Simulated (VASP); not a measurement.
Input of a VASP 6.6.1 run:

File INCAR:

```
  ALGO = Normal
  EDIFF = 1E-7
  ENCUT = 520
  GGA = PE
  ISIF = 2
  ISMEAR = 0
  LASPH = T
  LCHARG = F
  LREAL = F
  LWAVE = F
  NBANDS = 41
  NELM = 100
  PREC = Accurate
  SIGMA = 0.1
```

KPOINTS

```
k-points
0
Gamma
  6 6 2
```

The input POSCAR:

```
SiGe2
1.0
    3.9955313000      0.0000000000      0.0000000000
   -1.9977656000      3.4602316000      0.0000000000
    0.0000000000      0.0000000000      9.7871257000
Si Ge
2 4
Direct
    0.3333333000      0.6666667000      0.7914950000
    0.6666667000      0.3333333000      0.2085050000
    0.6666667000      0.3333333000      0.4558770000
    0.0000000000      0.0000000000      0.1276240000
    0.3333333000      0.6666667000      0.5441230000
    0.0000000000      0.0000000000      0.8723760000
```

Potentials or basis: VASP PAW PBE potentials, release 64 (Si, Ge_d).

Launch:

```console
$ cat potpaw_PBE.64/Si/POTCAR potpaw_PBE.64/Ge_d/POTCAR > POTCAR
$ mpirun -np 1 vasp_std > vasp.out
```

(1) Estimate the pressure.

(2) Estimate the band gap on the k mesh.

(3) Estimate the largest force.

Results:

(1) -0.1 GPa.

(2) 0.47 eV, indirect (least direct gap 0.53 eV).

(3) 0.016 eV/Å.
